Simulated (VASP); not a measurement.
Here is a VASP 6.6.1 calculation.

File INCAR:

```
SYSTEM = MnBe3
PREC = Accurate
ENCUT = 600
EDIFF = 1E-6
ISMEAR = 1
SIGMA = 0.05
LREAL = .False.
LASPH = .True.
NELM = 150
ALGO = Normal
ISIF = 3
LWAVE = .False.
LCHARG = .False.
ISPIN = 2
MAGMOM = 4 0 0 0
LORBIT = 11
LMAXMIX = 4
GGA = PS
IBRION = 2
NSW = 60
EDIFFG = -0.01
```

Contents of KPOINTS:

```
regular mesh
0
Gamma
  6 6 6
  0 0 0
```

File POSCAR:

```
MnBe3
1.0
    3.2500000000      0.0000000000      0.0000000000
    0.0000000000      3.2500000000      0.0000000000
    0.0000000000      0.0000000000      3.2500000000
Mn Be
1 3
Direct
    0.0000000000      0.0000000000      0.0000000000
    0.0000000000      0.5000000000      0.5000000000
    0.5000000000      0.0000000000      0.5000000000
    0.5000000000      0.5000000000      0.0000000000
```

Potentials or basis: VASP PAW PBE potentials, release 64 (Mn_pv, Be).

The run is started by

```console
$ cat potpaw_PBE.64/Mn_pv/POTCAR potpaw_PBE.64/Be/POTCAR > POTCAR
$ mpirun -np 1 vasp_std > vasp.out
```

Question: What does it give for the relaxed volume?

Answer: 8.39 Å³/atom.

Question: Estimate the relaxed cell.

Answer: a = 3.225 Å, b = 3.225 Å, c = 3.225 Å, α = 90.00°, β = 90.00°, γ = 90.00°.

Step by step:
```csv
step,energy change (eV),largest force (eV/Å),pressure (GPa),volume (Å³)
1,0.0000,0.0000,-3.73,34.33
2,-0.0087,0.0000,1.00,33.34
3,-0.0093,0.0000,0.01,33.54
```

Caveat: the PAW data sets were made with another functional, which shifts forces and pressure a little; the moment fell far below its start of 4 μB, so a state of higher moment may lie lower in energy.
